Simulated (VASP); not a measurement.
Input of a VASP 6.6.1 run:

Contents of INCAR:

```
PREC = Accurate
ENCUT = 520
EDIFF = 1E-6
ISMEAR = -1
SIGMA = 0.05
LREAL = False
LASPH = True
NELM = 60
ALGO = Normal
ISIF = 2
LWAVE = False
LCHARG = True
GGA = PS
LELF = True
LVHAR = True
NBANDS = 17
```

KPOINTS

```
Automatic mesh
0
Gamma
  7 7 7
```

The input POSCAR:

```
SnTe
1.0
   -0.0630170000      3.1508500000      3.1508500000
    3.1508500000     -0.0630170000      3.1508500000
    3.0878330000      3.0878330000      0.0000000000
Te Sn
1 1
Direct
    0.5000000000      0.5000000000      0.5000000000
    0.0000000000      0.0000000000      0.0000000000
```

Potentials or basis: VASP PAW PBE potentials, release 64 (Te, Sn_d).

Command:

```console
$ cat potpaw_PBE.64/Te/POTCAR potpaw_PBE.64/Sn_d/POTCAR > POTCAR
$ mpirun -np 1 vasp_std > vasp.out
```

Task: Predict the pressure.

Result: -0.4 GPa.

Task: What does it give for the band gap on the k mesh?

Result: 0.43 eV, indirect (least direct gap 0.61 eV).

Stress tensor (GPa, compression positive):
```
-0.39  0.68  0.00
 0.68 -0.39  0.00
 0.00  0.00 -0.41
```

Caveat: the PAW data sets were made with another functional, which shifts forces and pressure a little; spin-orbit coupling is left out, which moves the levels of the heavy elements. A k mesh can miss the band edges.
